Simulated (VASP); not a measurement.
The system is CuH8.

```xyz
9
Lattice="4.1785 0.0000 0.0000 0.0000 4.1785 0.0000 0.0000 0.0000 4.4220" Properties=species:S:1:pos:R:3 pbc="T T T"
Cu    0.0000    0.0000    0.0000
H     1.3766    0.0000    0.0000
H     2.8019    0.0000    0.0000
H     0.0000    1.3766    0.0000
H     0.0000    2.8019    0.0000
H     1.1603    2.0892    2.2110
H     3.0181    2.0892    2.2110
H     2.0892    1.1603    2.2110
H     2.0892    3.0181    2.2110
```

```yaml
Program: VASP 6.6.1
Task: relaxation of cell and atoms
Functional: PBE
Potentials_or_basis: VASP PAW PBE potentials, release 64 (Cu, H)
Cutoff: 600 eV
k_mesh: 4 × 4 × 4
Occupations: gaussian, width 0.1 eV
Spin: no spin polarisation
```

At the start: pressure 4.4 GPa; volume 8.58 Å³/atom.

Task: Where does the relaxation end?

Result: Over 18 steps the energy falls by 260.7 meV/atom and the volume is 8.24 Å³/atom (-3.9 %); space group P4/mmm (No. 123, to 0.05 Å).

The path:
```tsv
step	energy change (eV)	largest force (eV/Å)	pressure (GPa)	volume (Å³)
1	0.0000	3.4696	4.41	77.21
2	-1.5809	1.6358	-4.25	79.86
3	-2.1421	0.7637	-4.47	81.69
4	5.7593	36.0161	17.06	85.40
5	-2.1686	0.5208	-4.08	81.78
6	-2.1794	0.3189	-3.89	81.93
7	-1.2308	6.2296	1.87	83.66
8	-2.1820	0.3137	-3.56	82.03
9	-2.2490	0.7252	-1.55	79.42
10	-2.2490	0.7387	-1.43	79.39
11	-2.3022	0.2608	-0.82	77.56
12	-2.3091	0.2720	-0.44	76.66
13	-2.3195	0.2074	-0.45	76.35
14	-2.3358	0.2243	-0.68	75.41
15	-2.3430	0.0477	-0.22	74.87
16	-2.3432	0.0879	-0.19	74.80
17	-2.3449	0.0652	-0.12	74.54
18	-2.3463	0.0341	0.07	74.20
```

Final structure:
```
CELL_PARAMETERS angstrom
4.08590 0.00000 0.00000
0.00000 4.08590 0.00000
0.00000 0.00000 4.44472
ATOMIC_POSITIONS crystal
Cu 0.00000 0.00000 0.00000
H 0.39870 0.00000 0.00000
H 0.60130 0.00000 0.00000
H 0.00000 0.39870 0.00000
H 0.00000 0.60130 0.00000
H 0.28569 0.50000 0.50000
H 0.71431 0.50000 0.50000
H 0.50000 0.28569 0.50000
H 0.50000 0.71431 0.50000
```

Caveat: the k points lie up to 0.38 Å⁻¹ apart in the final cell.
